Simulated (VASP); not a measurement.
Set up this calculation in VASP 6.6.1, as the native input.

```yaml
Task: single point
Functional: PBE
Potentials_or_basis: VASP PAW PBE potentials, release 64 (C, Li_sv)
Cutoff: 520 eV
k_mesh: 2 × 2 × 1
Occupations: gaussian, width 0.05 eV
Spin: collinear spin, zero start
Starting_moments: "[0.0, 0.0, 0.0, 0.0, 0.0, 0.0, 0.0, 0.0, 0.0, 0.0, 0.0, 0.0, 0.0, 0.0, 0.0, 0.0, 0.0, 0.0, 0.0] μB"
Dipole_correction: no
Further_INCAR_settings: LREAL = Auto; ALGO = Normal; EDIFF = 1e-07; NBANDS = 56
```

The structure of LiC18 lies in POSCAR:

```
LiC18
1.0
    7.3980000000      0.0000000000      0.0000000000
   -3.6990000000      6.4068560000      0.0000000000
    0.0000000000      0.0000000000     12.0000000000
C Li
18 1
Direct
   -0.0105277966     -0.0044073099      0.0845579167
    0.2114407957      0.1071973523      0.0838645833
   -0.0102931978      0.3287099008      0.0848634167
    0.2116147973      0.4393201595      0.0854301667
   -0.0115217831      0.6615241547      0.0829923333
    0.2107552525      0.7724888775      0.0786426667
    0.3227854137     -0.0037976505      0.0808861667
    0.5457371634      0.1070531318      0.0852928333
    0.3232093350      0.3291058828      0.0853571667
    0.5453864914      0.4400203470      0.0850815000
    0.3229599279      0.6616668144      0.0843484167
    0.5457715469      0.7732224667      0.0862313333
    0.6570603184     -0.0042562218      0.0861366667
    0.8788915711      0.1067863863      0.0855130000
    0.6565594072      0.3292558784      0.0856893333
    0.8783699443      0.4395311835      0.0850165833
    0.6564796024      0.6620089479      0.0858274167
    0.8782620026      0.7733231401      0.0846210000
    1.3112630210      0.8599150660      0.2371470000
```

These files were run (other wordings do the same):

INCAR

```
SYSTEM = LiC18
  ALGO = Normal
  EDIFF = 1E-7
  ENCUT = 520
  GGA = PE
  ISIF = 2
  ISMEAR = 0
  ISPIN = 2
  LASPH = .True.
  LCHARG = .False.
  LORBIT = 11
  LREAL = Auto
  LWAVE = .False.
  MAGMOM = 0 0 0 0 0 0 0 0 0 0 0 0 0 0 0 0 0 0 0
  NBANDS = 56
  NELM = 150
  PREC = Accurate
  SIGMA = 0.05
```

KPOINTS

```
k-points
0
Gamma
  2 2 1
  0 0 0
```

Potentials or basis: VASP PAW PBE potentials, release 64 (C, Li_sv).

The run is started by

```sh
$ cat potpaw_PBE.64/C/POTCAR potpaw_PBE.64/Li_sv/POTCAR > POTCAR
$ mpirun -np 1 vasp_std > vasp.out
```

It gave:

```json
{"Largest force": "0.334 eV/Å", "Net moment": "0.00 μB per cell", "Valence electrons inside the program's atomic spheres": "C 2.66, 2.67, 2.65 (each value once); Li 2.05"}
```

Caveat: the k points lie up to 0.49 Å⁻¹ apart; there is no dipole correction, which matters where the two faces differ; no moment was typed at the start, so none could form.

It took 17 min on 1 thread of Intel(R) Xeon(R) Platinum 8488C (Sapphire Rapids) (shared host), peak memory 0.85 GiB.
